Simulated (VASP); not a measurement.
Wanted: the native input for a VASP 6.6.1 run.

```
Task                   : single point
Functional             : PBE
Potentials or basis    : VASP PAW PBE potentials, release 64 (Pb_d, I)
Cutoff                 : 500 eV
k mesh                 : 7 × 7 × 4
Occupations            : fermi-dirac, width 0.03 eV
Spin                   : no spin polarisation
Dipole correction      : no
Further INCAR settings : ALGO = Normal; EDIFF = 1e-06; NBANDS = 21
```

The structure of PbI2 lies in POSCAR:

```
PbI2
1.0
    4.6254062546      0.0000000000      0.0000000000
   -2.3127031273      4.0057193193      0.0000000000
    0.0000000000      0.0000000000      7.2171821724
Pb I
1 2
Direct
    0.0000000000      0.0000000000      0.0000000000
    0.6666666667      0.3333333333      0.7406866529
    0.3333333333      0.6666666667      0.2593133471
```

These files were run (other wordings do the same):

INCAR

```
PREC = Accurate
ENCUT = 500
EDIFF = 1E-6
ISMEAR = -1
SIGMA = 0.03
LREAL = F
LASPH = T
NELM = 120
ALGO = Normal
ISIF = 2
LWAVE = F
LCHARG = F
GGA = PE
NBANDS = 21
GGA_COMPAT = F
```

KPOINTS

```
regular mesh
0
Gamma
  7 7 4
```

Potentials or basis: VASP PAW PBE potentials, release 64 (Pb_d, I).

Command:

```console
$ cat potpaw_PBE.64/Pb_d/POTCAR potpaw_PBE.64/I/POTCAR > POTCAR
$ mpirun -np 1 vasp_std > vasp.out
```

It gave:

- Pressure: 0.5 GPa
- Band gap on the k mesh: 2.32 eV

Caveat: spin-orbit coupling is left out, which moves the levels of the heavy elements; an odd mesh through Γ misses points on the zone boundary, where band edges can lie; this functional lacks dispersion, which binds the layers, so the pressure and a relaxed spacing across them are unreliable.

Run time: 96 s on 1 thread of AMD EPYC 7R43 64-Core Processor (Zen 3) (shared host), peak memory 0.23 GiB.
